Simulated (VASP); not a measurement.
# ZrH2 (Fm-3m) in VASP: a series of runs

The runs below take ZrH2 through single point, with LDA.

Program: VASP 6.6.1. These are calculated values, not measurements. Logs are shortened: lines on timing, memory, paths and dates and some standing lists are left out, and cuts for length are marked.

### Step 1. The cell of the first run

Symmetry: Fm-3m, No. 225, cubic system. Conventional cell: a = 4.944 Å, b = 4.944 Å, c = 4.944 Å, α = 90.00°, β = 90.00°, γ = 90.00°. Within 2.8 Å of Zr (site symmetry m-3m) lie 8 H at 2.14 Å. Within 2.8 Å of H (site symmetry -43m) lie 4 Zr at 2.14 Å and 6 H at 2.47 Å.

### Step 2. Single point, LDA

The input, INCAR:

```
SYSTEM = ZrH2
PREC = Accurate ; ENCUT = 520
EDIFF = 1E-6 ; ISMEAR = -1
SIGMA = 0.1 ; LREAL = .FALSE.
LASPH = .TRUE. ; NELM = 80
ALGO = Normal ; ISIF = 2
LWAVE = .FALSE. ; LCHARG = .FALSE.
NBANDS = 14
```

The input, KPOINTS:

```
Automatic mesh
0
G
  10 10 10
  0 0 0
```

The input, POSCAR:

```
ZrH2
1.0
    0.0000000000      2.4718300801      2.4718300801
    2.4718300801      0.0000000000      2.4718300801
    2.4718300801      2.4718300801      0.0000000000
Zr H
1 2
Direct
    0.0000000000      0.0000000000      0.0000000000
    0.7500000000      0.7500000000      0.7500000000
    0.2500000000      0.2500000000      0.2500000000
```

Potentials or basis: VASP PAW LDA potentials, release 64 (Zr_sv, H).

Started as:

```bash
$ cat potpaw_LDA.64/Zr_sv/POTCAR potpaw_LDA.64/H/POTCAR > POTCAR
$ mpirun -np 1 vasp_std > vasp.out
```

OUTCAR:

```text
SYSTEM = ZrH2
   PREC = Accurate
   ENCUT = 520
   EDIFF = 1E-6
   ISMEAR = -1
   LREAL = .FALSE.
   LASPH = .TRUE.
   NELM = 80
   ISIF = 2

 ion  position               nearest neighbor table
   1  0.000  0.000  0.000-   2 2.14   2 2.14   2 2.14   2 2.14   3 2.14   3 2.14   3 2.14   3 2.14

   2  0.750  0.750  0.750-   1 2.14   1 2.14   1 2.14   1 2.14
   3  0.250  0.250  0.250-   1 2.14   1 2.14   1 2.14   1 2.14

  LATTYP: Found a face centered cubic cell.
 ALAT       =     4.9436601602

  Lattice vectors:

 A1 = (   0.0000000000,   2.4718300801,   2.4718300801)
 A2 = (   2.4718300801,   0.0000000000,   2.4718300801)
 A3 = (   2.4718300801,   2.4718300801,   0.0000000000)

Analysis of symmetry for initial positions (statically):
=====================================================================
 Subroutine PRICEL returns:
 Original cell was already a primitive cell.

 Routine SETGRP: Setting up the symmetry group for a
 face centered cubic supercell.

 Subroutine GETGRP returns: Found 48 space group operations
 (whereof 48 operations were pure point group operations)
 out of a pool of 48 trial point group operations.

The static configuration has the point symmetry O_h .

Analysis of symmetry for dynamics (positions and initial velocities):
=====================================================================
 Subroutine PRICEL returns:
 Original cell was already a primitive cell.

 Routine SETGRP: Setting up the symmetry group for a
 face centered cubic supercell.

 Subroutine GETGRP returns: Found 48 space group operations
 (whereof 48 operations were pure point group operations)
 out of a pool of 48 trial point group operations.

The dynamic configuration has the point symmetry O_h .

 Subroutine INISYM returns: Found 48 space group operations
 (whereof 48 operations are pure point group operations),
 and found     1 'primitive' translations

----------------------------------------------------------------------------------------

                                     Primitive cell

  volume of cell :      30.2055

  direct lattice vectors                    reciprocal lattice vectors
     0.000000000  2.471830080  2.471830080    -0.202279276  0.202279276  0.202279276
     2.471830080  0.000000000  2.471830080     0.202279276 -0.202279276  0.202279276
     2.471830080  2.471830080  0.000000000     0.202279276  0.202279276 -0.202279276

  length of vectors
     3.495695623  3.495695623  3.495695623     0.350357984  0.350357984  0.350357984

  position of ions in fractional coordinates (direct lattice)
     0.000000000  0.000000000  0.000000000
     0.750000000  0.750000000  0.750000000
     0.250000000  0.250000000  0.250000000

  ion indices of the primitive-cell ions
   primitive index   ion index
                 1           1
                 2           2
                 3           3

----------------------------------------------------------------------------------------

 KPOINTS: Automatic mesh

Automatic generation of k-mesh.
 Grid dimensions read from file:
 generate k-points for:   10   10   10

 Generating k-lattice:

  Cartesian coordinates                     Fractional coordinates (reciprocal lattice)
    -0.020227928  0.020227928  0.020227928     0.100000000  0.000000000  0.000000000
     0.020227928 -0.020227928  0.020227928     0.000000000  0.100000000  0.000000000
     0.020227928  0.020227928 -0.020227928     0.000000000  0.000000000  0.100000000

  Length of vectors
     0.035035798  0.035035798  0.035035798

  Shift w.r.t. Gamma in fractional coordinates (k-lattice)
     0.000000000  0.000000000  0.000000000

 Subroutine IBZKPT returns following result:
 ===========================================

 Found     47 irreducible k-points:

 Following reciprocal coordinates:
            Coordinates               Weight
  0.000000  0.000000  0.000000      1.000000
  0.100000  0.000000  0.000000      8.000000
  0.200000  0.000000  0.000000      8.000000
  0.300000  0.000000  0.000000      8.000000
  0.400000  0.000000  0.000000      8.000000
  0.500000  0.000000  0.000000      4.000000
[... 16 lines left out ...]
  0.300000  0.300000  0.000000      6.000000
  0.400000  0.300000  0.000000     24.000000
 [... further k-points ...]
   k-points           NKPTS =     47   k-points in BZ     NKDIM =     47   number of bands    NBANDS=     14
   number of dos      NEDOS =    301   number of ions     NIONS =      3
   total plane-waves  NPLWV =  21952
   dimension x,y,z NGX =    28 NGY =   28 NGZ =   28
   dimension x,y,z NGXF=    56 NGYF=   56 NGZF=   56
   ions per type =               1   2
   NGX,Y,Z   is equivalent  to a cutoff of  13.32, 13.32, 13.32 a.u.
   NGXF,Y,Z  is equivalent  to a cutoff of  26.63, 26.63, 26.63 a.u.
 SYSTEM =  ZrH2
   PREC   = accura    normal or accurate (medium, high low for compatibility)
   ISTART =      0    job   : 0-new  1-cont  2-samecut
   ICHARG =      2    charge: 1-file 2-atom 10-const
   ISPIN  =      1    spin polarized calculation?
   LNONCOLLINEAR =      F non collinear calculations
   LSORBIT =      F    spin-orbit coupling
   LASPH  =      T    aspherical Exc in radial PAW
   ENCUT  =  520.0 eV  38.22 Ry    6.18 a.u.   6.50  6.50  6.50*2*pi/ulx,y,z
   NELM   =     80;   NELMIN=  2; NELMDL= -5     # of ELM steps
   EDIFF  = 0.1E-05   stopping-criterion for ELM
   LREAL  =      F    real-space projection
   EDIFFG = 0.1E-04   stopping-criterion for IOM
   NSW    =      0    number of steps for IOM
   IBRION =     -1    ionic relax: 0-MD 1-quasi-New 2-CG
   NFREE  =      0    steps in history (QN), initial steepest desc. (CG)
   ISIF   =      2    stress and relaxation
   ISYM   =      2    0-nonsym 1-usesym 2-fastsym
   POTIM  = 0.5000    time-step for ionic-motion
   TEBEG  =    0.0;   TEEND  =   0.0 temperature during run
   PSTRESS=    0.0 pullay stress
   NELECT =      14.0000    total number of electrons
   NUPDOWN=      -1.0000    fix difference up-down
   EMIN   =  10.00;   EMAX   =-10.00  energy-range for DOS
   EFERMI =   0.00;   METHOD = LEGACY
   ISMEAR =    -1;   SIGMA  =   0.10  broadening in eV -4-tet -1-fermi 0-gaus
   EFERMI_NEDOS =   21; number of points for ismear=-14 and -15
   IALGO  =     38    algorithm
   IMIX   =      4    mixing-type and parameters
     AMIX     =   0.40;   BMIX     =  1.00
     AMIX_MAG =   1.60;   BMIX_MAG =  1.00
  volume/ion in A,a.u.               =      10.07        67.95
  Fermi-wavevector in a.u.,A,eV,Ry     =   1.266939  2.394167 21.839166  1.605133
  Thomas-Fermi vector in A             =   2.400113
   LORBIT       =      0    0 simple, 1 ext, 2 COOP (PROOUT), +10 PAW based schemes
   GGA     = CA    functional components
   LHFCALC =     F    Hartree Fock is set to
   AEXX    =    0.0000 exact exchange contribution
   IVDW    =     0    specifies the selected vdW correction
   LEPSILON=     F    determine dielectric tensor
   LRPA    =     F    only Hartree local field effects (RPA)
 non-spin polarized calculation
  energy-cutoff  :      520.00
  volume of cell :       30.21
 maximum number of plane-waves:       869
 NGX is ok and might be reduce to    28
   NGX = 13   NGY = 13   NGZ = 13

 number of electron      14.0000000 magnetization

 Free energy of the ion-electron system (eV)
  ---------------------------------------------------
  ext. energy  EPLUGINS =         0.00000000
  ---------------------------------------------------
  free energy    TOTEN  =       -18.12858625 eV

  energy without entropy =      -18.08215789  energy(sigma->0) =      -18.10537207

 E-fermi :   7.4042     XC(G=0): -11.0170

 val. band max:        7.4007173323   @ k =  -0.1000   0.1000   0.0000
 cond. band min:       7.4285947778   @ k =   0.2000   0.0000   0.0000
 fundamental gap:      0.0278774454
 Fermi energy:         7.4041766519

 k-point     1 :       0.0000    0.0000    0.0000
  band No.  band energies     occupation
      1     -41.7278      2.00000
      2     -19.6771      2.00000
      3     -19.6771      2.00000
      4     -19.6771      2.00000
      5      -1.7809      2.00000
      6       6.2741      1.99998
      7       7.0972      1.91127
      8       7.0972      1.91127
      9       7.0972      1.91127
     10       9.4266      0.00000
     11       9.4266      0.00000
     12      17.9411      0.00000
     13      19.2979      0.00000
     14      19.2979      0.00000

 k-point     2 :       0.1000    0.0000    0.0000
  band No.  band energies     occupation
      1     -41.7226      2.00000
      2     -19.7271      2.00000
      3     -19.6832      2.00000
      4     -19.6832      2.00000
      5      -1.5563      2.00000
      6       5.0129      2.00000
      7       7.2122      1.74426
      8       7.2122      1.74426
      9       8.6320      0.00001
     10       9.3276      0.00000
     11       9.3276      0.00000
     12      16.6238      0.00000
     13      19.7634      0.00000
     14      19.7634      0.00000

 k-point     3 :       0.2000    0.0000    0.0000
  band No.  band energies     occupation
      1     -41.7091      2.00000
      2     -19.8556      2.00000
      3     -19.6991      2.00000
      4     -19.6991      2.00000
      5      -0.9523      2.00000
      6       3.7958      2.00000
      7       7.4286      0.87851
      8       7.4286      0.87851
      9       9.2461      0.00000
     10       9.2461      0.00000
     11      10.5475      0.00000
     12      15.3214      0.00000
     13      19.3777      0.00000
     14      20.9973      0.00000

 k-point     4 :       0.3000    0.0000    0.0000
  band No.  band energies     occupation
      1     -41.6923      2.00000
      2     -20.0101      2.00000
      3     -19.7188      2.00000
      4     -19.7188      2.00000
      5      -0.2037      2.00000
      6       3.0659      2.00000
      7       7.4425      0.81080
      8       7.4425      0.81080
      9       9.6017      0.00000
     10       9.6017      0.00000
     11      11.8448      0.00000
     12      14.7758      0.00000
     13      17.2163      0.00000
     14      20.6680      0.00000

 k-point     5 :       0.4000    0.0000    0.0000
  band No.  band energies     occupation
      1     -41.6787      2.00000
      2     -20.1318      2.00000
      3     -19.7346      2.00000
      4     -19.7346      2.00000
      5       0.2953      2.00000
      6       2.9324      2.00000
      7       7.2985      1.48422
      8       7.2985      1.48422
      9      10.2716      0.00000
     10      10.2716      0.00000
     11      12.0640      0.00000
[... 276 lines left out ...]
 k-point    22 :      -0.2000    0.2000    0.0000
  band No.  band energies     occupation
      1     -41.6865      2.00000
      2     -19.9859      2.00000
      3     -19.8132      2.00000
      4     -19.7169      2.00000
      5       0.1806      2.00000
      6       2.7161      2.00000
      7       6.9841      1.97049
      8       8.2434      0.00045
      9       8.3899      0.00010
     10      10.4829      0.00000
     11      12.9610      0.00000
     12      15.1421      0.00000
     13      15.9391      0.00000
     14      18.5654      0.00000

 k-point    23 :       0.3000    0.3000    0.0000
  band No.  band energies     occupation
      1     -41.6806      2.00000
      2     -20.0071      2.00000
      3     -19.7869      2.00000
      4     -19.7869      2.00000
      5       0.6237      2.00000
      6       2.2010      2.00000
      7       6.4518      1.99985
      8       8.7817      0.00000
      9       8.7817      0.00000
     10      10.2597      0.00000
     11      13.7311      0.00000
     12      16.0299      0.00000
     13      17.0602      0.00000
     14      17.0602      0.00000

 k-point    24 :       0.4000    0.3000    0.0000
  band No.  band energies     occupation
      1     -41.6699      2.00000
      2     -20.0729      2.00000
      3     -19.8229      2.00000
      4     -19.8057      2.00000
      5       1.3353      2.00000
      6       1.8728      2.00000
      7       5.8019      2.00000
      8       9.0788      0.00000
      9       9.5490      0.00000
     10      10.6025      0.00000
     11      14.3989      0.00000
     12      15.2690      0.00000
     13      16.0952      0.00000
     14      16.1043      0.00000

 [... further k-points ...]

------------------------ aborting loop because EDIFF is reached ----------------------------------------

  FORCE on cell =-STRESS in cart. coord.  units (eV):
  Direction    XX          YY          ZZ          XY          YZ          ZX
  --------------------------------------------------------------------------------------
  -------------------------------------------------------------------------------------
  Total       -2.7638414     -2.7638414     -2.7638414      0.0000000     -0.0000000      0.0000000
  in kB     -146.6013128   -146.6013128   -146.6013128      0.0000000     -0.0000000      0.0000000
  external PRESSURE =    -146.6013128 kB  Pullay stress =       0.0000000 kB

 VOLUME and BASIS-vectors are now :
 -----------------------------------------------------------------------------
  energy-cutoff  :      520.00
  volume of cell :       30.21
      direct lattice vectors                 reciprocal lattice vectors
     0.000000000  2.471830080  2.471830080    -0.202279276  0.202279276  0.202279276
     2.471830080  0.000000000  2.471830080     0.202279276 -0.202279276  0.202279276
     2.471830080  2.471830080  0.000000000     0.202279276  0.202279276 -0.202279276

 POSITION                                       TOTAL-FORCE (eV/Angst)
 -----------------------------------------------------------------------------------
      0.00000      0.00000      0.00000        -0.000000     -0.000000      0.000000
      3.70775      3.70775      3.70775        -0.000000     -0.000000     -0.000000
      1.23592      1.23592      1.23592         0.000000      0.000000      0.000000
 -----------------------------------------------------------------------------------
    total drift:                               -0.000000     -0.000000      0.000000

  FREE ENERGIE OF THE ION-ELECTRON SYSTEM (eV)
  ---------------------------------------------------
  free  energy   TOTEN  =       -18.1285862542 eV

  energy  without entropy=      -18.0821578866  energy(sigma->0) =      -18.10537207
```

Run time: 42 s. Hardware: 1 thread of Intel Xeon 6975P-C, shared host; peak memory 0.15 GiB.

Results:

```
Free energy            : -18.1286 eV
Pressure               : -14.7 GPa
Band gap on the k mesh : zero (band 7 reaches 7.85 eV, above the bottom of band 8 at 7.10 eV)
```

### Step 3. Single point, LDA

This run uses another cell than the first one, of 10.44 Å³/atom, 1.037 times its volume.

The input, INCAR:

```
  PREC = Accurate
  ENCUT = 520
  EDIFF = 1E-7
  ISMEAR = -1
  SIGMA = 0.1
  LREAL = False
  LASPH = True
  NELM = 100
  ALGO = Normal
  ISIF = 2
  LWAVE = False
  LCHARG = False
  GGA = CA
  NBANDS = 14
```

The input, KPOINTS:

```
Automatic mesh
0
Gamma
  10 10 10
```

The input, POSCAR:

```
ZrH2
1.0
    0.0000000000      2.5019773205      2.5019773205
    2.5019773205      0.0000000000      2.5019773205
    2.5019773205      2.5019773205      0.0000000000
Zr H
1 2
Direct
    0.0000000000      0.0000000000      0.0000000000
    0.7500000000      0.7500000000      0.7500000000
    0.2500000000      0.2500000000      0.2500000000
```

Potentials or basis: VASP PAW LDA potentials, release 64 (Zr_sv, H).

Started as:

```bash
$ cat potpaw_LDA.64/Zr_sv/POTCAR potpaw_LDA.64/H/POTCAR > POTCAR
$ mpirun -np 1 vasp_std > vasp.out
```

OUTCAR:

```text
PREC = Accurate
   ENCUT = 520
   EDIFF = 1E-7
   ISMEAR = -1
   LREAL = False
   LASPH = True
   NELM = 100
   ISIF = 2
   GGA = CA

 ion  position               nearest neighbor table
   1  0.000  0.000  0.000-   2 2.17   2 2.17   2 2.17   2 2.17   3 2.17   3 2.17   3 2.17   3 2.17

   2  0.750  0.750  0.750-   1 2.17   1 2.17   1 2.17   1 2.17
   3  0.250  0.250  0.250-   1 2.17   1 2.17   1 2.17   1 2.17

  LATTYP: Found a face centered cubic cell.
 ALAT       =     5.0039546410

  Lattice vectors:

[... 591 lines left out ...]
     12      14.5979      0.00000
     13      15.4574      0.00000
     14      15.4646      0.00000

 [... further k-points ...]
[... 5 lines left out ...]
  --------------------------------------------------------------------------------------
  -------------------------------------------------------------------------------------
  Total       -3.4285433     -3.4285433     -3.4285433      0.0000000     -0.0000000      0.0000000
  in kB     -175.3638696   -175.3638696   -175.3638696      0.0000000     -0.0000000      0.0000000
  external PRESSURE =    -175.3638696 kB  Pullay stress =       0.0000000 kB

 VOLUME and BASIS-vectors are now :
 -----------------------------------------------------------------------------
  energy-cutoff  :      520.00
  volume of cell :       31.32
      direct lattice vectors                 reciprocal lattice vectors
     0.000000000  2.501977320  2.501977320    -0.199841939  0.199841939  0.199841939
     2.501977320  0.000000000  2.501977320     0.199841939 -0.199841939  0.199841939
     2.501977320  2.501977320  0.000000000     0.199841939  0.199841939 -0.199841939

 POSITION                                       TOTAL-FORCE (eV/Angst)
 -----------------------------------------------------------------------------------
      0.00000      0.00000      0.00000         0.000000      0.000000      0.000000
      3.75297      3.75297      3.75297         0.000000      0.000000      0.000000
      1.25099      1.25099      1.25099        -0.000000     -0.000000     -0.000000
 -----------------------------------------------------------------------------------
    total drift:                               -0.000000     -0.000000      0.000000

  FREE ENERGIE OF THE ION-ELECTRON SYSTEM (eV)
  ---------------------------------------------------
  free  energy   TOTEN  =       -18.0170929393 eV

  energy  without entropy=      -17.9690663363  energy(sigma->0) =      -17.99307964
```

OSZICAR:

```text
N       E                     dE             d eps       ncg     rms          rms(c)
DAV:   1     0.862128682823E+02    0.86213E+02   -0.74342E+03  1324   0.962E+02
DAV:   2    -0.162285686058E+02   -0.10244E+03   -0.99018E+02  1646   0.262E+02
DAV:   3    -0.194547089907E+02   -0.32261E+01   -0.31965E+01  2002   0.400E+01
DAV:   4    -0.194999589896E+02   -0.45250E-01   -0.45236E-01  1508   0.451E+00
DAV:   5    -0.195005755061E+02   -0.61652E-03   -0.61651E-03  1874   0.400E-01    0.137E+01
DAV:   6    -0.182240006689E+02    0.12766E+01   -0.10327E+00  1406   0.924E+00    0.482E+00
DAV:   7    -0.180174625571E+02    0.20654E+00   -0.46536E-01  1620   0.519E+00    0.686E-01
DAV:   8    -0.180173094332E+02    0.15312E-03   -0.43700E-02  1598   0.178E+00    0.453E-01
DAV:   9    -0.180172176391E+02    0.91794E-04   -0.19021E-03  1640   0.400E-01    0.662E-02
DAV:  10    -0.180170948495E+02    0.12279E-03   -0.16398E-04  1514   0.116E-01    0.353E-02
DAV:  11    -0.180170929943E+02    0.18552E-05   -0.16279E-05  1536   0.383E-02    0.348E-03
DAV:  12    -0.180170929393E+02    0.55029E-07   -0.97764E-07  1694   0.722E-03
   1 F= -.18017093E+02 E0= -.17993080E+02  d E =-.480266E-01
```

stdout:

```text
POSCAR found type information on POSCAR ZrH
 POSCAR found :  2 types and       3 ions
 scaLAPACK will be used
 LDA part: xc-table for (Slater(with rela. corr.)+CA(PZ))
 , standard interpolation
 POSCAR, INCAR and KPOINTS ok, starting setup
 FFT: planning ... GRIDC
 FFT: planning ... GRID_SOFT
 FFT: planning ... GRID
 WAVECAR not read
 entering main loop
```

Wall time 40 s (1 thread of Intel Xeon 6975P-C, shared host); peak memory 0.15 GiB.

Results:

| Property | Result |
| --- | --- |
| Free energy | -18.0171 eV |
| Pressure | -17.5 GPa |
| Band gap on the k mesh | zero (band 7 reaches 7.48 eV, above the bottom of band 8 at 6.76 eV) |
